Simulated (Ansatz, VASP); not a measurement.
**Two plane-wave programs on Ga2BSb3**

Contents of INCAR:

```
  PREC = Accurate
  ENCUT = 600
  EDIFF = 1E-6
  ISMEAR = 0
  SIGMA = 0.1
  LREAL = F
  LASPH = T
  NELM = 60
  ALGO = Normal
  ISIF = 3
  LWAVE = F
  LCHARG = F
  GGA = PE
  IBRION = 2
  NSW = 90
  EDIFFG = -0.04
```

Contents of KPOINTS:

```
Automatic mesh
0
Gamma
  3 3 4
```

Contents of POSCAR:

```
Ga2BSb3
1.0
    5.8306751900      0.0000000000      0.0000000000
   -2.9153375900      5.0495128300      0.0000000000
    0.0000000000      0.0000000000      4.8048741600
Ga B Sb
2 1 3
Direct
    0.3333333300      0.6666666700      0.8517562800
    0.6666666700      0.3333333300      0.1482437200
    0.0000000000      0.0000000000      0.5000000000
    0.5000000000      0.0000000000      0.5000000000
    0.0000000000      0.5000000000      0.5000000000
    0.5000000000      0.5000000000      0.5000000000
```

Input for Ansatz:

```yaml
crystal:
  lattice:
    - [5.83067519, 0.0, 0.0]
    - [-2.91533759, 5.04951283, 0.0]
    - [0.0, 0.0, 4.80487416]
  atoms:
    - { symbol: Ga, position: [0.33333333, 0.66666667, 0.85175628] }
    - { symbol: Ga, position: [0.66666667, 0.33333333, 0.14824372] }
    - { symbol: B, position: [0.0, 0.0, 0.5] }
    - { symbol: Sb, position: [0.5, 0.0, 0.5] }
    - { symbol: Sb, position: [0.0, 0.5, 0.5] }
    - { symbol: Sb, position: [0.5, 0.5, 0.5] }
basis:
  ecutwfc: 420
kpoints:
  mp_grid: { grid: [3, 3, 4] }
hamiltonian:
  xc: pbe
scf:
  occupations: { method: gaussian, width: 0.1 }
  lower_state_search: "off"
output:
  forces: true
  stress: true
  eigenvalues: true
relax:
  adjacent_minimum: "off"
  f_tol: 0.04
  max_steps: 70
  cell: { stress_tol: 0.4 }
```

Alike in both runs: task relaxation of cell and atoms; functional PBE; k mesh 3 × 3 × 4; occupations gaussian, width 0.1 eV; no spin polarisation.

|  | VASP | Ansatz |
| --- | --- | --- |
| version | VASP 6.6.1 | Ansatz 0.2.0 |
| potentials or method | VASP PAW PBE potentials, release 64 (Ga_d, B, Sb), cutoff 600 eV | scalar-relativistic, plane waves, PAW |
| valence electrons in the cell | 44 | 74 |

```tsv
	VASP	Ansatz	Ansatz less VASP
gap on the k mesh at the Fermi level, each at its own relaxed structure (eV)	none	none	-
relaxed volume (Å³/atom)	30.05	28.55	-1.494
relaxed cell length with the largest relative difference (Å)	5.925	5.496	-0.4295
```

A gap of «none» marks a metal or a gap that the smearing closes. One of these differences is far larger than is usual between the two programs; its cause wasn't traced. VASP's potentials hold 44 valence electrons a cell and Ansatz's 74, so a difference there can come from the potentials and not from the codes.

The k mesh is coarse, so the values compare programs but aren't converged. Neither program's run includes spin-orbit coupling. Noted on VASP's run: the volume moved by over 15 % at a fixed basis, so the end points are rough.
